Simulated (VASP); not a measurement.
**Mo2PdS4: single point with PBE**

Mo2PdS4:

```xyz
7
Lattice="0.0000 3.3111 0.0000 3.7332 -1.6556 5.2159 2.8805 0.0000 -5.2159" Properties=species:S:1:pos:R:3 pbc="T T T"
Pd    0.0000    0.0000    0.0000
S     2.7700    0.0000    3.6595
S     3.8437    1.6556   -3.6595
S     2.0508    0.0000   -1.2106
S     4.5629    1.6556    1.2106
Mo    2.8096    0.0000    1.0656
Mo    3.8041    1.6556   -1.0656
```

```
Program                : VASP 6.6.1
Task                   : single point
Functional             : PBE
Potentials or basis    : VASP PAW PBE potentials, release 64 (Pd, S, Mo_sv)
Cutoff                 : 520 eV
k mesh                 : 6 × 6 × 4
Occupations            : fermi-dirac, width 0.1 eV
Spin                   : no spin polarisation
Dipole correction      : no
Further INCAR settings : ALGO = Normal; EDIFF = 1e-06; NBANDS = 40
```

The pressure is 2.5 GPa and the largest force is 0.976 eV/Å. The band gap on the k mesh is zero (bands 31 and 32 overlap by 1.00 eV).

Forces in eV/Å, atoms in the order of the input:
```
Pd   0.000  0.000  0.000
S   -0.648  0.000 -0.730
S    0.648  0.000  0.730
S    0.836  0.000 -0.284
S   -0.836  0.000  0.284
Mo   0.583  0.000 -0.469
Mo  -0.583  0.000  0.469
```

Stress tensor (GPa, compression positive):
```
 5.61  0.00  1.30
 0.00 -0.61  0.00
 1.30  0.00  2.37
```

Levels at points of the mesh, in eV from the Fermi level:
```
           k point  band 29  band 30  band 31  band 32  band 33  band 34
(0.00, 0.00, 0.00)    -1.32    -1.31    -0.38    -0.14     0.82     1.01
(0.50, 0.00, 0.00)    -1.67    -1.53    -0.02     1.10     1.23     1.39
(0.00, 0.50, 0.00)    -0.98    -0.64    -0.14     0.13     0.37     1.50
(0.00, 0.00, 0.50)    -1.17    -1.07    -0.70    -0.44     0.08     1.43
(0.50, 0.00, 0.50)    -1.81    -0.53     0.51     0.94     1.13     1.57
(0.00, 0.50, 0.50)    -0.98    -0.59    -0.11     0.09     0.96     1.22
```

Run time: 6.8 min on 1 thread of Intel Xeon 8259CL (shared host), peak memory 0.37 GiB.

Caveat: the stress differs along the axes, from -1 to 6 GPa.
